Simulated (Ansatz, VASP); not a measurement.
VSi: VASP beside Ansatz

```
V Si
1.0
     2.60653    0.00000    0.00000
     0.00000    2.60653    0.00000
     0.00000    0.00000    3.74683
V Si
1 1
Direct
  0.50000 0.50000 0.50000
  0.00000 0.00000 0.00000
```

Alike in both runs: task relaxation of cell and atoms; functional PBE; k mesh 22 × 22 × 14; occupations gaussian, width 0.1 eV; no spin polarisation.

|  | VASP | Ansatz |
| --- | --- | --- |
| version | VASP 6.6.1 | Ansatz 0.2.0 |
| potentials or method | VASP PAW PBE potentials, release 64 (V_sv, Si), cutoff 600 eV | scalar-relativistic, plane waves, PAW |
| valence electrons in the cell | 17 | 17 |

```csv
,VASP,Ansatz,Ansatz less VASP
"gap on the k mesh at the Fermi level, each at its own relaxed structure (eV)",none,none,-
relaxed volume (Å³/atom),12.84,12.84,-0.001
relaxed length of the cell vector where the two differ most in proportion (Å),3.722,3.721,-0.0006
```

A gap of «none» marks a metal or a gap that the smearing closes.
